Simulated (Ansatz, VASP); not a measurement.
La2O3 in VASP and in Ansatz

```xyz
5
Lattice="4.0147 0.0000 0.0000 -2.0074 3.4769 0.0000 0.0000 0.0000 7.0668" Properties=species:S:1:pos:R:3 pbc="T T T"
La    0.0000    0.0000    1.3755
La    0.0000    0.0000    5.6913
O     0.0000    2.3179    0.0000
O     2.0074    1.1590    0.0000
O     0.0000    0.0000    3.5334
```

Alike in both runs: functional PBE; k mesh 6 × 6 × 4; occupations gaussian, width 0.1 eV; no spin polarisation.

Ansatz relaxed the structure, and its values are those at the end. VASP's run is a single point on that final structure, the one shown.

|  | VASP | Ansatz |
| --- | --- | --- |
| version | VASP 6.6.1 | Ansatz 0.2.0 |
| potentials or method | VASP PAW PBE potentials, release 64 (La, O), cutoff 520 eV | scalar-relativistic, plane waves, PAW |
| valence electrons in the cell | 40 | 40 |

```tsv
	VASP	Ansatz	Ansatz less VASP
gap on the k mesh at the Fermi level (eV)	none	none	-
pressure (GPa)	-0.2	0.0	+0.20
```

A gap of «none» marks a metal or a gap that the smearing closes.

Neither program's run includes spin-orbit coupling.
